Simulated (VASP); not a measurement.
# SiC (Imm2) in VASP: a series of runs

SiC is run at these levels: PBE; tasks: single point.

Everything below comes from runs of VASP 6.6.1. Logs are shortened: lines on timing, memory, paths and dates and some standing lists are left out, and cuts for length are marked.

## (1) The cell of the first run

Symmetry: Imm2, No. 44, orthorhombic system. Conventional cell: a = 3.075 Å, b = 3.075 Å, c = 4.348 Å, α = 90.00°, β = 90.00°, γ = 90.00°. Si (site symmetry mm2) has 4 C at 1.66 to 2.17 Å within 2.2 Å. C (site symmetry mm2) has 4 Si at 1.66 to 2.17 Å within 2.2 Å.

## (2) Single point, PBE (atom 1 (Si) moved by (+0.000, -0.450) A along [1 1 0] and z)

INCAR reads:

```
PREC = Accurate
ENCUT = 520
EDIFF = 1E-7
ISMEAR = 0
SIGMA = 0.05
LREAL = False
LASPH = True
NELM = 80
ALGO = Normal
ISIF = 2
LWAVE = False
LCHARG = True
GGA = PE
LELF = True
LVHAR = True
NBANDS = 11
```

KPOINTS reads:

```
regular mesh
0
Gamma
  12 12 12
```

POSCAR reads:

```
SiC
1.0
    0.0000000000      2.1740000000      2.1740000000
    2.1740000000      0.0000000000      2.1740000000
    2.1740000000      2.1740000000      0.0000000000
Si C
1 1
Direct
   -0.1034958602     -0.1034958602      0.1034958602
    0.7500000000      0.7500000000      0.7500000000
```

Potentials or basis: VASP PAW PBE potentials, release 64 (Si, C).

Command:

```sh
$ cat potpaw_PBE.64/Si/POTCAR potpaw_PBE.64/C/POTCAR > POTCAR
$ mpirun -np 1 vasp_std > vasp.out
```

OUTCAR:

```text
PREC = Accurate
   ENCUT = 520
   EDIFF = 1E-7
   ISMEAR = 0
   LREAL = False
   LASPH = True
   NELM = 80
   ISIF = 2
   GGA = PE

 ion  position               nearest neighbor table
   1  0.897  0.897  0.103-   2 1.66   2 1.66   2 2.17   2 2.17
   2  0.750  0.750  0.750-   1 1.66   1 1.66   1 2.17   1 2.17

  LATTYP: Found a face centered cubic cell.
 ALAT       =     4.3480000000

  Lattice vectors:

 A1 = (   0.0000000000,   2.1740000000,   2.1740000000)
 A2 = (   2.1740000000,   0.0000000000,   2.1740000000)
 A3 = (   2.1740000000,   2.1740000000,   0.0000000000)

Analysis of symmetry for initial positions (statically):
=====================================================================
 Subroutine PRICEL returns:
 Original cell was already a primitive cell.

 Routine SETGRP: Setting up the symmetry group for a
 face centered cubic supercell.

 Subroutine GETGRP returns: Found  4 space group operations
 (whereof  4 operations were pure point group operations)
 out of a pool of 48 trial point group operations.

The static configuration has the point symmetry C_2v.

Analysis of symmetry for dynamics (positions and initial velocities):
=====================================================================
 Subroutine PRICEL returns:
 Original cell was already a primitive cell.

 Routine SETGRP: Setting up the symmetry group for a
 face centered cubic supercell.

 Subroutine GETGRP returns: Found  4 space group operations
 (whereof  4 operations were pure point group operations)
 out of a pool of 48 trial point group operations.

The dynamic configuration has the point symmetry C_2v.

 Subroutine INISYM returns: Found  4 space group operations
 (whereof  4 operations are pure point group operations),
 and found     1 'primitive' translations

----------------------------------------------------------------------------------------

                                     Primitive cell

  volume of cell :      20.5498

  direct lattice vectors                    reciprocal lattice vectors
     0.000000000  2.174000000  2.174000000    -0.229990800  0.229990800  0.229990800
     2.174000000  0.000000000  2.174000000     0.229990800 -0.229990800  0.229990800
     2.174000000  2.174000000  0.000000000     0.229990800  0.229990800 -0.229990800

  length of vectors
     3.074500285  3.074500285  3.074500285     0.398355752  0.398355752  0.398355752

  position of ions in fractional coordinates (direct lattice)
     0.896504140  0.896504140  0.103495860
[... 85 lines left out ...]
   ISYM   =      2    0-nonsym 1-usesym 2-fastsym
   POTIM  = 0.5000    time-step for ionic-motion
   TEBEG  =    0.0;   TEEND  =   0.0 temperature during run
   PSTRESS=    0.0 pullay stress
   NELECT =       8.0000    total number of electrons
   NUPDOWN=      -1.0000    fix difference up-down
   EMIN   =  10.00;   EMAX   =-10.00  energy-range for DOS
   EFERMI =   0.00;   METHOD = LEGACY
   ISMEAR =     0;   SIGMA  =   0.05  broadening in eV -4-tet -1-fermi 0-gaus
   EFERMI_NEDOS =   21; number of points for ismear=-14 and -15
   IALGO  =     38    algorithm
   IMIX   =      4    mixing-type and parameters
     AMIX     =   0.40;   BMIX     =  1.00
     AMIX_MAG =   1.60;   BMIX_MAG =  1.00
  volume/ion in A,a.u.               =      10.27        69.34
  Fermi-wavevector in a.u.,A,eV,Ry     =   1.195369  2.258920 19.441458  1.428907
  Thomas-Fermi vector in A             =   2.331336
   LORBIT       =      0    0 simple, 1 ext, 2 COOP (PROOUT), +10 PAW based schemes
   GGA     = PE    functional components
   LHFCALC =     F    Hartree Fock is set to
   AEXX    =    0.0000 exact exchange contribution
   IVDW    =     0    specifies the selected vdW correction
   LEPSILON=     F    determine dielectric tensor
   LRPA    =     F    only Hartree local field effects (RPA)
 non-spin polarized calculation
 Gauss-broadening in eV      SIGMA  =   0.05
  energy-cutoff  :      520.00
  volume of cell :       20.55
 maximum number of plane-waves:       568
   NGX = 11   NGY = 11   NGZ = 11

 number of electron       8.0000001 magnetization

 Free energy of the ion-electron system (eV)
  ---------------------------------------------------
  ext. energy  EPLUGINS =         0.00000000
  ---------------------------------------------------
  free energy    TOTEN  =       -13.32310672 eV

  energy without entropy =      -13.32298426  energy(sigma->0) =      -13.32304549

 E-fermi :   9.3126     XC(G=0): -11.3888

 val. band max:        9.2845996633   @ k =   0.5000   0.5000   0.0000
 cond. band min:       9.3423837004   @ k =   0.0000   0.4167   0.4167
 fundamental gap:      0.0577840371
 Fermi energy:         9.3125822526

 k-point     1 :       0.0000    0.0000    0.0000
  band No.  band energies     occupation
      1      -7.3827      2.00000
      2       5.8575      2.00000
      3       8.5583      2.00000
      4       9.3493      0.29882
      5      13.5427      0.00000
      6      15.5926      0.00000
      7      15.6620      0.00000
      8      16.6627      0.00000
      9      22.4113      0.00000
     10      22.7618      0.00000
     11      22.8928      0.00000
[... 309 lines left out ...]
 k-point    24 :       0.3333    0.0833    0.0000
  band No.  band energies     occupation
      1      -5.5878      2.00000
      2       3.0653      2.00000
      3       5.0518      2.00000
      4       8.1787      2.00000
      5      13.1965      0.00000
      6      14.9462      0.00000
      7      17.4239      0.00000
      8      17.8453      0.00000
      9      21.3328      0.00000
     10      23.2546      0.00000
     11      23.4641      0.00000

 [... further k-points ...]

------------------------ aborting loop because EDIFF is reached ----------------------------------------

  FORCE on cell =-STRESS in cart. coord.  units (eV):
  Direction    XX          YY          ZZ          XY          YZ          ZX
  --------------------------------------------------------------------------------------
  -------------------------------------------------------------------------------------
  Total        4.9843182      4.9843182      0.3803704      4.5839864      0.0000000      0.0000000
  in kB      388.6044140    388.6044140     29.6557319    357.3923821      0.0000000      0.0000000
  external PRESSURE =     268.9548533 kB  Pullay stress =       0.0000000 kB

 VOLUME and BASIS-vectors are now :
 -----------------------------------------------------------------------------
  energy-cutoff  :      520.00
  volume of cell :       20.55
      direct lattice vectors                 reciprocal lattice vectors
     0.000000000  2.174000000  2.174000000    -0.229990800  0.229990800  0.229990800
     2.174000000  0.000000000  2.174000000     0.229990800 -0.229990800  0.229990800
     2.174000000  2.174000000  0.000000000     0.229990800  0.229990800 -0.229990800

 POSITION                                       TOTAL-FORCE (eV/Angst)
 -----------------------------------------------------------------------------------
      2.17400      2.17400      3.89800         0.000000      0.000000      6.662831
      3.26100      3.26100      3.26100        -0.000000     -0.000000     -6.662831
 -----------------------------------------------------------------------------------
    total drift:                                0.000000      0.000000     -0.000053

  FREE ENERGIE OF THE ION-ELECTRON SYSTEM (eV)
  ---------------------------------------------------
  free  energy   TOTEN  =       -13.3231067196 eV

  energy  without entropy=      -13.3229842564  energy(sigma->0) =      -13.32304549
```

OSZICAR:

```text
N       E                     dE             d eps       ncg     rms          rms(c)
DAV:   1     0.649959443110E+01    0.64996E+01   -0.38392E+03  6232   0.620E+02
DAV:   2    -0.151681069419E+02   -0.21668E+02   -0.20721E+02  7721   0.113E+02
DAV:   3    -0.158486732111E+02   -0.68057E+00   -0.67935E+00  7533   0.173E+01
DAV:   4    -0.158513535830E+02   -0.26804E-02   -0.26802E-02  6897   0.139E+00
DAV:   5    -0.158513659040E+02   -0.12321E-04   -0.12321E-04  7430   0.883E-02    0.103E+01
DAV:   6    -0.134051960209E+02    0.24462E+01   -0.91021E+00  6565   0.134E+01    0.419E+00
DAV:   7    -0.133359647005E+02    0.69231E-01   -0.48891E-01  7213   0.416E+00    0.207E+00
DAV:   8    -0.133232025581E+02    0.12762E-01   -0.36512E-02  6832   0.124E+00    0.202E-01
DAV:   9    -0.133230038488E+02    0.19871E-03   -0.33229E-03  7168   0.326E-01    0.125E-01
DAV:  10    -0.133230929027E+02   -0.89054E-04   -0.32442E-04  6685   0.117E-01    0.428E-02
DAV:  11    -0.133231052734E+02   -0.12371E-04   -0.19848E-05  7316   0.312E-02    0.230E-02
DAV:  12    -0.133231066491E+02   -0.13757E-05   -0.43734E-06  6855   0.139E-02    0.226E-03
DAV:  13    -0.133231067196E+02   -0.70467E-07   -0.23581E-07  6882   0.313E-03
   1 F= -.13323107E+02 E0= -.13323045E+02  d E =-.122463E-03
```

Run time: 37 s. Hardware: 1 thread of Intel Xeon Platinum 8259CL at 2.50GHz (Skylake/Cascade Lake), shared host; peak memory 0.18 GiB.

Results:

```
Free energy            : -13.3231 eV
Pressure               : 26.9 GPa
Largest force          : 6.663 eV/Å
Band gap on the k mesh : zero (band 4 reaches 9.39 eV, above the bottom of band 5 at 8.99 eV)
```

Forces on the atoms (eV/Å):
```
Si   0.000  0.000  6.663
C    0.000  0.000 -6.663
```

Levels at points of the mesh, in eV from the Fermi level:
```tsv
k point	band 1	band 2	band 3	band 4	band 5	band 6	band 7	band 8	band 9
(0.00, 0.00, 0.00)	-16.70	-3.46	-0.75	0.04	4.23	6.28	6.35	7.35	13.10
(0.50, 0.00, 0.00)	-13.49	-8.99	-4.19	-1.02	3.55	5.02	7.09	8.59	13.56
(0.00, 0.00, 0.50)	-12.86	-10.58	-2.57	-0.97	3.49	4.92	7.16	9.22	13.34
(0.50, 0.50, 0.00)	-11.98	-8.52	-5.72	-3.68	-0.03	3.44	12.50	12.71	13.15
(0.00, 0.50, 0.50)	-11.80	-9.37	-3.98	-3.80	-0.32	2.24	11.27	14.00	14.17
```

Caveat: the cell differs from its parent crystal (atom 1 (Si) moved by (+0.000, -0.450) A along [1 1 0] and z); forces of over 1 eV/Å act on the atoms, so gaps and moduli don't describe the material at rest.

## (3) Single point, PBE (atom 1 (Si) moved by (+0.000, -0.225) A along [1 1 0] and z)

INCAR reads:

```
ALGO     = Normal         # electronic algorithm
EDIFF    = 1E-7           # SCF threshold, eV
ENCUT    = 520            # plane-wave cutoff, eV
GGA      = PE             # functional
ISIF     = 2              # what is computed and relaxed
ISMEAR   = 0              # smearing method
LASPH    = True           # aspherical terms in the spheres
LCHARG   = False          # write CHGCAR
LREAL    = False          # projectors in reciprocal space
LWAVE    = False          # write WAVECAR
NBANDS   = 11             # bands
NELM     = 60             # most SCF steps
PREC     = Accurate       # precision mode
SIGMA    = 0.05           # smearing width, eV
```

KPOINTS reads:

```
k-points
0
Gamma
  12 12 12
```

Changes to POSCAR since step 2:

```diff
@@ -8,3 +8,3 @@
 Direct
-   -0.1034958602     -0.1034958602      0.1034958602
+   -0.0517479301     -0.0517479301      0.0517479301
     0.7500000000      0.7500000000      0.7500000000
```

Potentials or basis: VASP PAW PBE potentials, release 64 (Si, C).

Command:

```sh
$ cat potpaw_PBE.64/Si/POTCAR potpaw_PBE.64/C/POTCAR > POTCAR
$ mpirun -np 1 vasp_std > vasp.out
```

Wall time 50 s (1 thread of Intel Xeon Platinum 8259CL at 2.50GHz (Skylake/Cascade Lake), shared host); peak memory 0.18 GiB.

It converged, with:

```
Free energy            : -14.5764 eV
Pressure               : 10.7 GPa
Largest force          : 4.110 eV/Å
Band gap on the k mesh : 0.35 eV, indirect (least direct gap 4.03 eV)
```

Forces on the atoms (eV/Å):
```
Si   0.000  0.000  4.110
C    0.000  0.000 -4.110
```

Stress tensor (GPa, compression positive):
```
13.90 16.02  0.00
16.02 13.90  0.00
 0.00  0.00  4.36
```

Levels at points of the mesh, in eV from the valence-band top:
| k point | band 2 | band 3 | band 4 | band 5 | band 6 | band 7 |
| --- | --- | --- | --- | --- | --- | --- |
| (0.00, 0.00, 0.00) | -2.03 | -0.75 | 0.00 | 5.21 | 6.28 | 6.47 |
| (0.50, 0.00, 0.00) | -9.01 | -2.91 | -1.34 | 4.42 | 5.54 | 6.97 |
| (0.00, 0.00, 0.50) | -9.88 | -2.25 | -1.13 | 4.41 | 5.76 | 7.37 |
| (0.50, 0.50, 0.00) | -8.52 | -4.71 | -3.61 | 0.42 | 3.56 | 13.22 |
| (0.00, 0.50, 0.50) | -8.80 | -3.95 | -3.90 | 0.35 | 3.20 | 12.95 |

Caveat: the cell differs from its parent crystal (atom 1 (Si) moved by (+0.000, -0.225) A along [1 1 0] and z); forces of over 1 eV/Å act on the atoms, so gaps and moduli don't describe the material at rest. A k mesh can miss the band edges.
